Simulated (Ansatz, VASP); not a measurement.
**Two plane-wave programs on AgO2**

File INCAR:

```
SYSTEM = AgO2
PREC = Accurate
ENCUT = 520
EDIFF = 1E-7
ISMEAR = 0
SIGMA = 0.2
LREAL = .FALSE.
LASPH = .TRUE.
NELM = 60
ALGO = Normal
ISIF = 2
LWAVE = .FALSE.
LCHARG = .FALSE.
GGA = PE
NBANDS = 32
```

Contents of KPOINTS:

```
Automatic mesh
0
G
  6 6 4
  0 0 0
```

POSCAR

```
AgO2
1.0
    3.1219966123     -1.8029077302      0.0565243323
    0.9680982955     -1.8029077302      3.6243611443
   -3.1219966123     -5.4087231906     -0.0565243323
Ag O
2 4
Direct
    0.2500000000      0.5000000000      0.7500000000
    0.7500000000      0.5000000000      0.2500000000
    0.9040122032      0.1921618121      0.9679419949
    0.4040122032      0.1921618121      0.4679419949
    0.5959877968      0.8078381879      0.5320580051
    0.0959877968      0.8078381879      0.0320580051
```

Input for Ansatz:

```yaml
crystal:
  lattice:
    - [3.1219966123, -1.8029077302, 0.0565243323]
    - [0.9680982955, -1.8029077302, 3.6243611443]
    - [-3.1219966123, -5.4087231906, -0.0565243323]
  atoms:
    - { symbol: Ag, position: [0.25, 0.5, 0.75] }
    - { symbol: Ag, position: [0.75, 0.5, 0.25] }
    - { symbol: O, position: [0.9040122032, 0.1921618121, 0.9679419949] }
    - { symbol: O, position: [0.4040122032, 0.1921618121, 0.4679419949] }
    - { symbol: O, position: [0.5959877968, 0.8078381879, 0.5320580051] }
    - { symbol: O, position: [0.0959877968, 0.8078381879, 0.0320580051] }
basis:
  ecutwfc: 420
kpoints:
  mp_grid: { grid: [6, 6, 4] }
hamiltonian:
  xc: pbe
scf:
  occupations: { method: gaussian, width: 0.2 }
  lower_state_search: "off"
output:
  forces: true
  stress: true
  eigenvalues: true
```

Alike in both runs: task single point; functional PBE; k mesh 6 × 6 × 4; occupations gaussian, width 0.2 eV; no spin polarisation.

|  | VASP | Ansatz |
| --- | --- | --- |
| version | VASP 6.6.1 | Ansatz 0.2.0 |
| potentials or method | VASP PAW PBE potentials, release 64 (Ag, O), cutoff 520 eV | scalar-relativistic, plane waves, PAW |
| valence electrons in the cell | 46 | 62 |

|  | VASP | Ansatz | Ansatz less VASP |
| --- | --- | --- | --- |
| gap on the k mesh at the Fermi level (eV) | none | none | - |
| pressure (GPa) | 0.3 | 0.0 | -0.22 |
| traceless stress, the component that is largest in VASP (GPa) | 1.16 | -0.04 | -1.198 |
| rms of the force components (eV/Å) | 0.140 | 0.006 | -0.1347 |

Atom by atom the forces differ by 0.143 eV/Å (rms over components). A gap of «none» marks a metal or a gap that the smearing closes. VASP's potentials hold 46 valence electrons a cell and Ansatz's 62, so a difference there can come from the potentials and not from the codes.
